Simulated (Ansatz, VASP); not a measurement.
**Ta: VASP beside Ansatz**

The input INCAR:

```
PREC = Accurate ; ENCUT = 520
EDIFF = 1E-8 ; ISMEAR = -1
SIGMA = 0.08 ; LREAL = False
LASPH = True ; NELM = 60
ALGO = Normal ; ISIF = 2
LWAVE = False ; LCHARG = False
GGA = PE ; LEFG = True
NBANDS = 12
```

KPOINTS

```
Automatic mesh
0
Gamma
  17 17 17
```

Contents of POSCAR:

```
Ta
1.0
   -1.6677928000      1.6512800000      1.6512800000
    1.6512800000     -1.6677928000      1.6512800000
    1.6512800000      1.6512800000     -1.6677928000
Ta
1
Direct
    0.0000000000      0.0000000000      0.0000000000
```

Input for Ansatz:

```yaml
crystal:
  lattice:
    - [-1.6677928, 1.65128, 1.65128]
    - [1.65128, -1.6677928, 1.65128]
    - [1.65128, 1.65128, -1.6677928]
  atoms:
    - { symbol: Ta, position: [0.0, 0.0, 0.0] }
kpoints:
  mp_grid: { grid: [17, 17, 17] }
scf:
  occupations: { method: fermi_dirac, width: 0.08 }
hamiltonian:
  xc: pbe
  pseudopotentials: { kind: all_electron, datasets: crystal }
output:
  forces: true
  stress: true
  eigenvalues: true
  efg: { contact_densities: true }
```

Change from the starting cell: equal xy, yz and zx shear strains of -1 %, crystal datasets.

Alike in both runs: task electric field gradients; functional PBE; k mesh 17 × 17 × 17; occupations fermi-dirac, width 0.08 eV; no spin polarisation.

|  | VASP | Ansatz |
| --- | --- | --- |
| version | VASP 6.6.1 | Ansatz 0.2.0 |
| potentials or method | VASP PAW PBE potentials, release 64 (Ta_pv), cutoff 520 eV | all-electron PAW with datasets made for the crystal, scalar-relativistic |

|  | VASP | Ansatz | Ansatz less VASP |
| --- | --- | --- | --- |
| pressure (GPa) | 3.3 | 3.1 | -0.19 |
| traceless stress, the component that is largest in VASP (GPa) | 0.79 | 0.78 | -0.010 |
| size of Vzz on the site where it differs most (V/Å²) | 15.1 | 11.2 | -3.87 |

Ansatz ran all-electron here, and VASP with PAW potentials.

Spin-orbit coupling is off throughout.
